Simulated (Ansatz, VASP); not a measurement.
One calculation of GaAs, two programs

Contents of INCAR:

```
PREC = Accurate
ENCUT = 520
EDIFF = 1E-7
ISMEAR = 0
SIGMA = 0.05
LREAL = False
LASPH = True
NELM = 60
ALGO = Normal
ISIF = 2
LWAVE = False
LCHARG = False
GGA = PE
NBANDS = 16
```

Contents of KPOINTS:

```
regular mesh
0
Gamma
  12 12 12
```

Contents of POSCAR:

```
GaAs
1.0
    0.0000000000      2.8655787852      2.7509556338
    2.8655787852      0.0000000000      2.7509556338
    2.8655787852      2.8655787852      0.0000000000
Ga As
1 1
Direct
    0.0000000000      0.0000000000      0.0000000000
    0.7500000000      0.7500000000      0.7500000000
```

Input for Ansatz:

```yaml
crystal:
  lattice:
    - [0.0, 2.8655787852, 2.7509556338]
    - [2.8655787852, 0.0, 2.7509556338]
    - [2.8655787852, 2.8655787852, 0.0]
  atoms:
    - { symbol: Ga, position: [0.0, 0.0, 0.0] }
    - { symbol: As, position: [0.75, 0.75, 0.75] }
basis:
  ecutwfc: 420
kpoints:
  mp_grid: { grid: [12, 12, 12] }
hamiltonian:
  xc: pbe
scf:
  occupations: { method: gaussian, width: 0.05 }
output:
  forces: true
  stress: true
  eigenvalues: true
```

Alike in both runs: task single point; functional PBE; k mesh 12 × 12 × 12; occupations gaussian, width 0.05 eV; no spin polarisation.

```csv
,VASP,Ansatz
version,VASP 6.6.1,Ansatz 0.2.0
potentials or method,"VASP PAW PBE potentials, release 64 (Ga_d, As), cutoff 520 eV","scalar-relativistic, plane waves, PAW"
valence electrons in the cell,18,28
```

|  | VASP | Ansatz | Ansatz less VASP |
| --- | --- | --- | --- |
| gap on the k mesh at the Fermi level (eV) | 0.36 | 0.36 | -0.004 |
| least direct gap on the mesh (eV) | 0.36 | 0.36 | -0.004 |
| pressure (GPa) | 3.5 | 3.3 | -0.19 |
| traceless stress, the component that is largest in VASP (GPa) | 1.46 | 1.47 | +0.006 |

VASP's potentials hold 18 valence electrons a cell and Ansatz's 28, so a difference there can come from the potentials and not from the codes.
